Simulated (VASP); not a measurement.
# BiP (P6_3/mmc) in VASP: further runs

The runs below take BiP through single point, with PBE.

All numbers are computed with VASP 6.6.1; they aren't measurements. Logs are shortened: lines on timing, memory, paths and dates and some standing lists are left out, and cuts for length are marked.

### Step 1. The cell of the first run

Symmetry: P6_3/mmc, No. 194, hexagonal system. Conventional cell: a = 3.955 Å, b = 3.955 Å, c = 7.151 Å, α = 90.00°, β = 90.00°, γ = 120.00°. Bi (site symmetry -3m) has 6 P at 2.90 Å and 2 Bi at 3.58 Å within 3.8 Å. Within 3.8 Å of P (site symmetry -6m2) lie 6 Bi at 2.90 Å.

### Step 2. Single point, PBE (24.22 Å³/atom)

Input file INCAR:

```
PREC = Accurate
ENCUT = 520
EDIFF = 1E-7
ISMEAR = 0
SIGMA = 0.05
LREAL = F
LASPH = T
NELM = 80
ALGO = Normal
ISIF = 2
LWAVE = F
LCHARG = F
GGA = PE
NBANDS = 28
```

Input file KPOINTS:

```
Automatic mesh
0
Gamma
  10 10 6
```

Input file POSCAR:

```
BiP
1.0
    3.9548328106      0.0000000000      0.0000000000
   -1.9774164053      3.4249856817      0.0000000000
    0.0000000000      0.0000000000      7.1513634316
Bi P
2 2
Direct
    0.0000000000      0.0000000000      0.0000000000
    0.0000000000      0.0000000000      0.5000000000
    0.3333333333      0.6666666667      0.2500000000
    0.6666666667      0.3333333333      0.7500000000
```

Potentials or basis: VASP PAW PBE potentials, release 64 (Bi_d, P).

Command:

```bash
$ cat potpaw_PBE.64/Bi_d/POTCAR potpaw_PBE.64/P/POTCAR > POTCAR
$ mpirun -np 1 vasp_std > vasp.out
```

OUTCAR:

```text
PREC = Accurate
   ENCUT = 520
   EDIFF = 1E-7
   ISMEAR = 0
   LREAL = F
   LASPH = T
   NELM = 80
   ISIF = 2
   GGA = PE

 ion  position               nearest neighbor table
   1  0.000  0.000  0.000-   3 2.90   4 2.90   4 2.90   3 2.90   4 2.90   3 2.90   2 3.58   2 3.58

   2  0.000  0.000  0.500-   3 2.90   4 2.90   4 2.90   3 2.90   4 2.90   3 2.90   1 3.58   1 3.58

   3  0.333  0.667  0.250-   1 2.90   2 2.90   1 2.90   2 2.90   1 2.90   2 2.90
   4  0.667  0.333  0.750-   1 2.90   2 2.90   1 2.90   2 2.90   1 2.90   2 2.90

  LATTYP: Found a hexagonal cell.
 ALAT       =     3.9548328106
 C/A-ratio  =     1.8082593561

  Lattice vectors:

 A1 = (   3.9548328106,   0.0000000000,   0.0000000000)
 A2 = (  -1.9774164053,   3.4249856817,   0.0000000000)
 A3 = (   0.0000000000,   0.0000000000,   7.1513634316)

Analysis of symmetry for initial positions (statically):
=====================================================================
 Subroutine PRICEL returns:
 Original cell was already a primitive cell.

 Routine SETGRP: Setting up the symmetry group for a
 hexagonal supercell.

 Subroutine GETGRP returns: Found 24 space group operations
 (whereof 12 operations were pure point group operations)
 out of a pool of 24 trial point group operations.

The static configuration has the point symmetry D_3d.
 The point group associated with its full space group is D_6h.

Analysis of symmetry for dynamics (positions and initial velocities):
=====================================================================
 Subroutine PRICEL returns:
 Original cell was already a primitive cell.

 Routine SETGRP: Setting up the symmetry group for a
 hexagonal supercell.

 Subroutine GETGRP returns: Found 24 space group operations
 (whereof 12 operations were pure point group operations)
 out of a pool of 24 trial point group operations.

The dynamic configuration has the point symmetry D_3d.
 The point group associated with its full space group is D_6h.

 Subroutine INISYM returns: Found 24 space group operations
 (whereof 12 operations are pure point group operations),
 and found     1 'primitive' translations

----------------------------------------------------------------------------------------

                                     Primitive cell

  volume of cell :      96.8670

  direct lattice vectors                    reciprocal lattice vectors
     3.954832811  0.000000000  0.000000000     0.252855190  0.145986012  0.000000000
    -1.977416405  3.424985682  0.000000000     0.000000000  0.291972024  0.000000000
     0.000000000  0.000000000  7.151363432     0.000000000  0.000000000  0.139833475

  length of vectors
     3.954832811  3.954832811  7.151363432     0.291972024  0.291972024  0.139833475

  position of ions in fractional coordinates (direct lattice)
     0.000000000  0.000000000  0.000000000
     0.000000000  0.000000000  0.500000000
     0.333333333  0.666666667  0.250000000
     0.666666667  0.333333333  0.750000000

  ion indices of the primitive-cell ions
   primitive index   ion index
                 1           1
                 2           2
                 3           3
                 4           4

----------------------------------------------------------------------------------------

 KPOINTS: Automatic mesh

Automatic generation of k-mesh.
 Grid dimensions read from file:
 generate k-points for:   10   10    6

 Generating k-lattice:

  Cartesian coordinates                     Fractional coordinates (reciprocal lattice)
     0.025285519  0.014598601  0.000000000     0.100000000  0.000000000  0.000000000
     0.000000000  0.029197202  0.000000000     0.000000000  0.100000000  0.000000000
     0.000000000  0.000000000  0.023305579     0.000000000  0.000000000  0.166666667

  Length of vectors
     0.029197202  0.029197202  0.023305579

  Shift w.r.t. Gamma in fractional coordinates (k-lattice)
     0.000000000  0.000000000  0.000000000

 Subroutine IBZKPT returns following result:
 ===========================================

 Found     56 irreducible k-points:

 Following reciprocal coordinates:
            Coordinates               Weight
  0.000000  0.000000  0.000000      1.000000
  0.100000 -0.000000  0.000000      6.000000
  0.200000 -0.000000  0.000000      6.000000
  0.300000  0.000000  0.000000      6.000000
  0.400000  0.000000  0.000000      6.000000
  0.500000  0.000000  0.000000      3.000000
[... 16 lines left out ...]
  0.300000  0.100000  0.166667     24.000000
  0.400000  0.100000  0.166667     24.000000
 [... further k-points ...]
   k-points           NKPTS =     56   k-points in BZ     NKDIM =     56   number of bands    NBANDS=     28
   number of dos      NEDOS =    301   number of ions     NIONS =      4
   total plane-waves  NPLWV =  48600
   dimension x,y,z NGX =    30 NGY =   30 NGZ =   54
   dimension x,y,z NGXF=    60 NGYF=   60 NGZF=  108
   ions per type =               2   2
   NGX,Y,Z   is equivalent  to a cutoff of  12.61, 12.61, 12.55 a.u.
   NGXF,Y,Z  is equivalent  to a cutoff of  25.22, 25.22, 25.11 a.u.
 SYSTEM =  unknown system
   PREC   = accura    normal or accurate (medium, high low for compatibility)
   ISTART =      0    job   : 0-new  1-cont  2-samecut
   ICHARG =      2    charge: 1-file 2-atom 10-const
   ISPIN  =      1    spin polarized calculation?
   LNONCOLLINEAR =      F non collinear calculations
   LSORBIT =      F    spin-orbit coupling
   LASPH  =      T    aspherical Exc in radial PAW
   ENCUT  =  520.0 eV  38.22 Ry    6.18 a.u.   7.35  7.35 13.30*2*pi/ulx,y,z
   NELM   =     80;   NELMIN=  2; NELMDL= -5     # of ELM steps
   EDIFF  = 0.1E-06   stopping-criterion for ELM
   LREAL  =      F    real-space projection
   EDIFFG = 0.1E-05   stopping-criterion for IOM
   NSW    =      0    number of steps for IOM
   IBRION =     -1    ionic relax: 0-MD 1-quasi-New 2-CG
   NFREE  =      0    steps in history (QN), initial steepest desc. (CG)
   ISIF   =      2    stress and relaxation
   ISYM   =      2    0-nonsym 1-usesym 2-fastsym
   POTIM  = 0.5000    time-step for ionic-motion
   TEBEG  =    0.0;   TEEND  =   0.0 temperature during run
   PSTRESS=    0.0 pullay stress
   NELECT =      40.0000    total number of electrons
   NUPDOWN=      -1.0000    fix difference up-down
   EMIN   =  10.00;   EMAX   =-10.00  energy-range for DOS
   EFERMI =   0.00;   METHOD = LEGACY
   ISMEAR =     0;   SIGMA  =   0.05  broadening in eV -4-tet -1-fermi 0-gaus
   EFERMI_NEDOS =   21; number of points for ismear=-14 and -15
   IALGO  =     38    algorithm
   IMIX   =      4    mixing-type and parameters
     AMIX     =   0.40;   BMIX     =  1.00
     AMIX_MAG =   1.60;   BMIX_MAG =  1.00
  volume/ion in A,a.u.               =      24.22       163.42
  Fermi-wavevector in a.u.,A,eV,Ry     =   1.219091  2.303749 20.220757  1.486184
  Thomas-Fermi vector in A             =   2.354355
   LORBIT       =      0    0 simple, 1 ext, 2 COOP (PROOUT), +10 PAW based schemes
   GGA     = PE    functional components
   LHFCALC =     F    Hartree Fock is set to
   AEXX    =    0.0000 exact exchange contribution
   IVDW    =     0    specifies the selected vdW correction
   LEPSILON=     F    determine dielectric tensor
   LRPA    =     F    only Hartree local field effects (RPA)
 non-spin polarized calculation
 Gauss-broadening in eV      SIGMA  =   0.05
  energy-cutoff  :      520.00
  volume of cell :       96.87
 maximum number of plane-waves:      2639
 NGX is ok and might be reduce to    30
   NGX = 15   NGY = 15   NGZ = 27

 number of electron      40.0000010 magnetization

 Free energy of the ion-electron system (eV)
  ---------------------------------------------------
  ext. energy  EPLUGINS =         0.00000000
  ---------------------------------------------------
  free energy    TOTEN  =       -17.66091817 eV

  energy without entropy =      -17.66007462  energy(sigma->0) =      -17.66049640

 E-fermi :   7.7030     XC(G=0): -10.2711

 val. band max:        7.6375243491   @ k =   0.4000   0.0000   0.0000
 cond. band min:       7.7280386801   @ k =   0.1000  -0.0000   0.3333
 fundamental gap:      0.0905143310
 Fermi energy:         7.7030272460

 k-point     1 :       0.0000    0.0000    0.0000
  band No.  band energies     occupation
      1     -15.5964      2.00000
      2     -15.5427      2.00000
      3     -15.5427      2.00000
      4     -15.5338      2.00000
      5     -15.5338      2.00000
      6     -15.5248      2.00000
[... 20 lines left out ...]
     27      12.7151      0.00000
     28      14.0721      0.00000

 k-point     2 :       0.1000   -0.0000    0.0000
  band No.  band energies     occupation
      1     -15.5944      2.00000
      2     -15.5446      2.00000
      3     -15.5396      2.00000
      4     -15.5344      2.00000
      5     -15.5298      2.00000
      6     -15.5269      2.00000
[... 20 lines left out ...]
     27      12.3180      0.00000
     28      12.9703      0.00000

 k-point     3 :       0.2000   -0.0000    0.0000
  band No.  band energies     occupation
      1     -15.5897      2.00000
      2     -15.5504      2.00000
      3     -15.5364      2.00000
      4     -15.5348      2.00000
      5     -15.5308      2.00000
      6     -15.5196      2.00000
[... 20 lines left out ...]
     27      12.5846      0.00000
     28      13.4163      0.00000

 k-point     4 :       0.3000    0.0000    0.0000
  band No.  band energies     occupation
      1     -15.5856      2.00000
      2     -15.5587      2.00000
      3     -15.5396      2.00000
      4     -15.5346      2.00000
      5     -15.5329      2.00000
      6     -15.5080      2.00000
[... 578 lines left out ...]
     27      12.7844      0.00000
     28      14.2269      0.00000

 k-point    23 :       0.3000    0.1000    0.1667
  band No.  band energies     occupation
      1     -15.5755      2.00000
      2     -15.5584      2.00000
      3     -15.5391      2.00000
      4     -15.5342      2.00000
      5     -15.5309      2.00000
      6     -15.5052      2.00000
[... 20 lines left out ...]
     27      12.9374      0.00000
     28      14.8999      0.00000

 k-point    24 :       0.4000    0.1000    0.1667
  band No.  band energies     occupation
      1     -15.5761      2.00000
      2     -15.5609      2.00000
      3     -15.5409      2.00000
      4     -15.5355      2.00000
      5     -15.5296      2.00000
      6     -15.5081      2.00000
[... 20 lines left out ...]
     27      13.3654      0.00000
     28      14.9994      0.00000

 [... further k-points ...]

------------------------ aborting loop because EDIFF is reached ----------------------------------------

  FORCE on cell =-STRESS in cart. coord.  units (eV):
  Direction    XX          YY          ZZ          XY          YZ          ZX
  --------------------------------------------------------------------------------------
  -------------------------------------------------------------------------------------
  Total        2.4578147      2.4578147      2.4467423      0.0000000     -0.0000000      0.0000000
  in kB       40.6521926     40.6521926     40.4690568      0.0000000     -0.0000000      0.0000000
  external PRESSURE =      40.5911473 kB  Pullay stress =       0.0000000 kB

 VOLUME and BASIS-vectors are now :
 -----------------------------------------------------------------------------
  energy-cutoff  :      520.00
  volume of cell :       96.87
      direct lattice vectors                 reciprocal lattice vectors
     3.954832811  0.000000000  0.000000000     0.252855190  0.145986012  0.000000000
    -1.977416405  3.424985682  0.000000000     0.000000000  0.291972024  0.000000000
     0.000000000  0.000000000  7.151363432     0.000000000  0.000000000  0.139833475

 POSITION                                       TOTAL-FORCE (eV/Angst)
 -----------------------------------------------------------------------------------
      0.00000      0.00000      0.00000        -0.000000      0.000000      0.000000
      0.00000      0.00000      3.57568        -0.000000      0.000000      0.000000
     -0.00000      2.28332      1.78784        -0.000000      0.000000     -0.000000
      1.97742      1.14166      5.36352         0.000000     -0.000000      0.000000
 -----------------------------------------------------------------------------------
    total drift:                                0.000000      0.000000      0.000000

  FREE ENERGIE OF THE ION-ELECTRON SYSTEM (eV)
  ---------------------------------------------------
  free  energy   TOTEN  =       -17.6609181719 eV

  energy  without entropy=      -17.6600746238  energy(sigma->0) =      -17.66049640
```

Run time: 67 s. Hardware: 1 thread of Intel Xeon 6975P-C (Granite Rapids), shared host; peak memory 0.28 GiB.

What came out:

* Free energy: -17.6609 eV
* Pressure: 4.1 GPa
* Band gap on the k mesh: zero (bands 20 and 21 overlap by 1.17 eV)

Caveat: the cell stands under pressure; spin-orbit coupling is left out, which moves the levels of the heavy elements.

### Step 3. Single point, PBE (24.60 Å³/atom)

This run uses another cell than the first one, of 24.60 Å³/atom.

Input file INCAR:

```
SYSTEM = BiP
PREC = Accurate ; ENCUT = 520
EDIFF = 1E-6 ; ISMEAR = 0
SIGMA = 0.05 ; LREAL = .False.
LASPH = .True. ; NELM = 80
ALGO = Normal ; ISIF = 2
LWAVE = .False. ; LCHARG = .False.
GGA = PE ; NBANDS = 28
```

Input file KPOINTS:

```
Automatic mesh
0
Gamma
  10 10 6
  0 0 0
```

Input file POSCAR:

```
BiP
1.0
    3.9813359999      0.0000000000      0.0000000000
   -1.9906680000      3.4479381169      0.0000000000
    0.0000000000      0.0000000000      7.1684765567
Bi P
2 2
Direct
    0.0000000000      0.0000000000      0.0000000000
    0.0000000000      0.0000000000      0.5000000000
    0.3333333333      0.6666666667      0.2500000000
    0.6666666667      0.3333333333      0.7500000000
```

Potentials or basis: VASP PAW PBE potentials, release 64 (Bi_d, P).

Command:

```bash
$ cat potpaw_PBE.64/Bi_d/POTCAR potpaw_PBE.64/P/POTCAR > POTCAR
$ mpirun -np 1 vasp_std > vasp.out
```

Wall time 66 s (1 thread of Intel Xeon 6975P-C (Granite Rapids), shared host); peak memory 0.28 GiB.

It converged, with:

```yaml
Free_energy: -17.6945 eV
Pressure: 2.8 GPa
Band_gap_on_the_k_mesh: zero (bands 20 and 21 overlap by 1.11 eV)
```

Levels at points of the mesh, in eV from the Fermi level:
| k point | band 18 | band 19 | band 20 | band 21 | band 22 | band 23 |
| --- | --- | --- | --- | --- | --- | --- |
| (0.00, 0.00, 0.00) | -0.60 | -0.60 | 0.10 | 0.94 | 1.82 | 1.82 |
| (0.50, 0.00, 0.00) | -0.92 | -0.88 | -0.81 | -0.18 | 0.12 | 1.33 |
| (0.00, 0.00, 0.50) | -1.18 | -1.18 | -1.18 | 2.04 | 2.04 | 2.04 |
| (0.50, 0.00, 0.50) | -3.13 | -2.64 | -2.64 | 1.72 | 1.72 | 2.91 |

Caveat: spin-orbit coupling is left out, which moves the levels of the heavy elements.

### Step 4. Single point, PBE (25.11 Å³/atom)

This run uses another cell than the first one, of 25.11 Å³/atom.

Input file INCAR:

```
SYSTEM = BiP
ALGO     = Normal         ! electronic algorithm
EDIFF    = 1E-6           ! SCF threshold, eV
ENCUT    = 520            ! plane-wave cutoff, eV
GGA      = PE             ! functional
ISIF     = 2              ! what is computed and relaxed
ISMEAR   = 0              ! smearing method
LASPH    = .True.         ! aspherical terms in the spheres
LCHARG   = .True.         ! write CHGCAR
LELF     = .True.         ! ELF
LREAL    = .False.        ! projectors in reciprocal space
LVHAR    = .True.       
LWAVE    = .False.        ! write WAVECAR
NBANDS   = 28             ! bands
NELM     = 100            ! most SCF steps
PREC     = Accurate       ! precision mode
SIGMA    = 0.05           ! smearing width, eV
```

Input file KPOINTS:

```
k-points
0
Gamma
  10 10 6
  0 0 0
```

Input file POSCAR:

```
BiP
1.0
    4.0159096223      0.0000000000      0.0000000000
   -2.0079548112      3.4778797522      0.0000000000
    0.0000000000      0.0000000000      7.1923615841
Bi P
2 2
Direct
    0.0000000000      0.0000000000      0.0000000000
    0.0000000000      0.0000000000      0.5000000000
    0.3333333333      0.6666666667      0.2500000000
    0.6666666667      0.3333333333      0.7500000000
```

Command:

```bash
$ cat potpaw_PBE.64/Bi_d/POTCAR potpaw_PBE.64/P/POTCAR > POTCAR
$ mpirun -np 1 vasp_std > vasp.out
```

It took 66 s on 1 thread of Intel Xeon 6975P-C (Granite Rapids), shared host; peak memory 0.28 GiB.

The run converged. Its results:

* Free energy: -17.7216 eV
* Pressure: 1.3 GPa
* Band gap on the k mesh: zero (bands 20 and 21 overlap by 1.02 eV)

Levels at points of the mesh, in eV from the Fermi level:
| k point | band 16 | band 17 | band 18 | band 19 | band 20 | band 21 | band 22 | band 23 | band 24 | band 25 |
| --- | --- | --- | --- | --- | --- | --- | --- | --- | --- | --- |
| (0.00, 0.00, 0.00) | -1.63 | -1.63 | -0.57 | -0.57 | 0.05 | 0.86 | 1.79 | 1.79 | 2.44 | 2.44 |
| (0.50, 0.00, 0.00) | -4.99 | -3.32 | -0.86 | -0.83 | -0.77 | -0.16 | 0.16 | 1.41 | 3.82 | 4.16 |
| (0.00, 0.00, 0.50) | -1.23 | -1.15 | -1.15 | -1.15 | -1.15 | 2.02 | 2.02 | 2.02 | 2.02 | 2.49 |
| (0.50, 0.00, 0.50) | -3.85 | -3.01 | -3.01 | -2.56 | -2.56 | 1.78 | 1.78 | 2.90 | 2.90 | 3.11 |

Caveat: spin-orbit coupling is left out, which moves the levels of the heavy elements.

### Step 5. Summary

```csv
cell,gap on the mesh (eV),pressure (GPa)
"a = 3.955, b = 3.955, c = 7.151 Å, angles 90.0, 90.0, 120.0°, 4 atoms",none,4.1
"a = 3.981, b = 3.981, c = 7.168 Å, angles 90.0, 90.0, 120.0°, 4 atoms",none,2.8
"a = 4.016, b = 4.016, c = 7.192 Å, angles 90.0, 90.0, 120.0°, 4 atoms",none,1.3
```

Alike in all rows: task single point; level PBE; potentials or basis VASP PAW PBE potentials, release 64 (Bi_d, P); no spin polarisation; k mesh 10 × 10 × 6; cutoff (eV) 520; smearing gaussian 0.05 eV.

Caveats: spin-orbit coupling is left out, which moves the levels of the heavy elements; the cell stands under pressure (at least some runs).

Absolute energies hang on the potentials; compare differences alone.

The gap in the log of VASP goes by the Fermi energy; the results here count the filled bands.